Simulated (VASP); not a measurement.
## Ta2N: single point with PBE

Crystal: Ta2N.

```
Ta N
1.0
     3.11286    0.00000    0.00000
    -1.55643    2.69582    0.00000
     0.00000    0.00000    4.86984
Ta N
2 1
Direct
  0.66667 0.33333 0.74529
  0.33333 0.66667 0.25471
  0.00000 0.00000 0.00000
```

- Program: VASP 6.6.1
- Task: single point
- Functional: PBE
- Potentials or basis: VASP PAW PBE potentials, release 64 (Ta_pv, N)
- Cutoff: 600 eV
- k mesh: 3 × 3 × 2
- Occupations: fermi-dirac, width 0.25852 eV
- Spin: no spin polarisation

| Item | Value |
| --- | --- |
| Pressure | 3.4 GPa |
| Largest force | 0.855 eV/Å |

Forces on the atoms (eV/Å):
```
Ta   0.000  0.000 -0.855
Ta   0.000  0.000  0.855
N    0.000  0.000  0.000
```

Stress tensor (GPa, compression positive):
```
1.62 0.00 0.00
0.00 1.62 0.00
0.00 0.00 6.83
```

Levels at points of the mesh, in eV from the Fermi level:
| k point | band 9 | band 10 | band 11 | band 12 | band 13 | band 14 | band 15 | band 16 | band 17 | band 18 |
| --- | --- | --- | --- | --- | --- | --- | --- | --- | --- | --- |
| (0.00, 0.00, 0.00) | -6.24 | -6.24 | -5.16 | -0.87 | -0.44 | -0.44 | 0.06 | 0.06 | 0.08 | 0.95 |
| (0.00, 0.00, 0.50) | -6.42 | -6.42 | -3.06 | -2.83 | -1.32 | -1.32 | 1.57 | 1.67 | 2.07 | 2.07 |

Run time: 18 s on 1 thread of AMD EPYC 7R43 64-Core Processor (Zen 3), on a shared host, peak memory 0.14 GiB.

Caveat: the k points lie up to 0.78 Å⁻¹ apart; spin-orbit coupling is left out, which moves the levels of the heavy elements.
